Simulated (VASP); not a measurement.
A run of VASP 6.6.1 is set up as follows.

The input INCAR:

```
SYSTEM = Na
PREC = Accurate ; ENCUT = 520
EDIFF = 1E-6 ; ISMEAR = -1
SIGMA = 0.05 ; LREAL = .FALSE.
LASPH = .TRUE. ; NELM = 60
ALGO = Normal ; ISIF = 2
LWAVE = .FALSE. ; LCHARG = .FALSE.
GGA = PS ; NBANDS = 22
```

KPOINTS

```
Automatic mesh
0
G
  5 5 2
  0 0 0
```

Contents of POSCAR:

```
Na
1.0
    3.7003831212      0.0000000000      0.0000000000
   -1.8501915606      3.2046257867      0.0000000000
    0.0000000000      0.0000000000     12.5373215400
Na
4
Direct
    0.6666666667      0.3333333333      0.7500000000
    0.0000000000      0.0000000000      0.5000000000
    0.3333333333      0.6666666667      0.2500000000
    0.0000000000      0.0000000000      0.0000000000
```

Potentials or basis: VASP PAW PBE potentials, release 64 (Na_pv).

The run is started by

```console
$ cat potpaw_PBE.64/Na_pv/POTCAR > POTCAR
$ mpirun -np 1 vasp_std > vasp.out
```

**Question.** Predict the band gap on the k mesh.

**Answer.** Zero (band 14 reaches 1.23 eV, above the bottom of band 15 at -1.99 eV).

**Question.** Predict the pressure.

**Answer.** -0.2 GPa.

Stress tensor (GPa, compression positive):
```
-0.18  0.00  0.00
 0.00 -0.18  0.00
 0.00  0.00 -0.33
```

Caveat: the k points lie up to 0.39 Å⁻¹ apart; the PAW data sets were made with another functional, which shifts forces and pressure a little.
